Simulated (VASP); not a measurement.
Write the native input for VASP 6.6.1 that does the following.

| Item | Value |
| --- | --- |
| Task | single point |
| Functional | PBE |
| Potentials or basis | VASP PAW PBE potentials, release 64 (Ti_sv, O) |
| Cutoff | 520 eV |
| k mesh | 8 × 8 × 8 |
| Occupations | fermi-dirac, width 0.05 eV |
| Spin | no spin polarisation |
| Dipole correction | no |
| Further INCAR settings | ALGO = Normal; EDIFF = 1e-06; NBANDS = 33 |

The structure of TiO2 lies in POSCAR:

```
TiO2
1.0
   -1.8921000000      1.8921000000      4.7573000000
    1.8921000000     -1.8921000000      4.7573000000
    1.8921000000      1.8921000000     -4.7573000000
Ti O
2 4
Direct
    0.0000000000      0.0000000000      0.0000000000
    0.7500000000      0.2500000000      0.5000000000
    0.2081000000      0.2081000000      0.0000000000
    0.9581000000      0.4581000000      0.5000000000
    0.5419000000      0.0419000000      0.5000000000
    0.7919000000      0.7919000000      0.0000000000
```

The input as run:

INCAR

```
PREC = Accurate
ENCUT = 520
EDIFF = 1E-6
ISMEAR = -1
SIGMA = 0.05
LREAL = False
LASPH = True
NELM = 60
ALGO = Normal
ISIF = 2
LWAVE = False
LCHARG = True
GGA = PE
LELF = True
LVHAR = True
NBANDS = 33
```

KPOINTS

```
regular mesh
0
Gamma
  8 8 8
```

Potentials or basis: VASP PAW PBE potentials, release 64 (Ti_sv, O).

Run with:

```console
$ cat potpaw_PBE.64/Ti_sv/POTCAR potpaw_PBE.64/O/POTCAR > POTCAR
$ mpirun -np 1 vasp_std > vasp.out
```

Results of the run:

```json
{
 "Pressure": "5.9 GPa",
 "Largest force": "0.125 eV/Å",
 "Band gap on the k mesh": "2.14 eV (least direct gap 2.44 eV)"
}
```

Caveat: the cell stands under pressure.

Wall time 5 min on 1 thread of Intel(R) Xeon(R) Platinum 8488C (Sapphire Rapids), on a shared host, peak memory 0.31 GiB.
